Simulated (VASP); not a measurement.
Write the native input for VASP 6.6.1 that does the following.

| Item | Value |
| --- | --- |
| Task | relaxation of cell and atoms |
| Functional | PBE |
| Dispersion | D4 |
| Potentials or basis | VASP PAW PBE potentials, release 64 (Al, N) |
| Cutoff | 600 eV |
| k mesh | 10 × 10 × 6 |
| Occupations | fermi-dirac, width 0.05 eV |
| Spin | no spin polarisation |
| Dipole correction | no |
| Further INCAR settings | ALGO = Normal; EDIFF = 1e-06; IBRION = 2; EDIFFG = -0.01; NSW = 60; ISIF = 3 |

The structure of AlN lies in POSCAR:

```
AlN
1.0
    3.1130000000      0.0000000000      0.0000000000
   -1.5565000000      2.6959370820      0.0000000000
    0.0000000000      0.0000000000      4.9810000000
Al N
2 2
Direct
    0.6666666667      0.3333333333      0.5000000000
    0.3333333333      0.6666666667      0.0000000000
    0.6666666667      0.3333333333      0.8800000000
    0.3333333333      0.6666666667      0.3800000000
```

The input as run:

INCAR

```
SYSTEM = AlN
PREC = Accurate
ENCUT = 600
EDIFF = 1E-6
ISMEAR = -1
SIGMA = 0.05
LREAL = .FALSE.
LASPH = .TRUE.
NELM = 60
ALGO = Normal
ISIF = 3
LWAVE = .FALSE.
LCHARG = .FALSE.
GGA = PE
IVDW = 13
IBRION = 2
NSW = 60
EDIFFG = -0.01
```

KPOINTS

```
Automatic mesh
0
G
  10 10 6
  0 0 0
```

Potentials or basis: VASP PAW PBE potentials, release 64 (Al, N).

The run is started by

```bash
$ cat potpaw_PBE.64/Al/POTCAR potpaw_PBE.64/N/POTCAR > POTCAR
$ mpirun -np 1 vasp_std > vasp.out
```

It gave:

```
Relaxed volume                        : 10.38 Å³/atom
Relaxed cell                          : a = 3.104 Å, b = 3.104 Å, c = 4.975 Å, α = 90.00°, β = 90.00°, γ = 120.00°
Space group after relaxing (to 0.1 Å) : P6_3mc (No. 186)
Energy gained by relaxing             : 0.6 meV/atom
Ionic steps                           : 5
Pressure after relaxing               : 0.1 GPa
Largest force after relaxing          : 0.008 eV/Å
Band gap on the k mesh                : 4.27 eV
Dispersion energy per atom            : -0.309 eV
```

Run time: 2.6 min on 1 thread of AMD EPYC 7R13, on a shared host, peak memory 0.16 GiB.
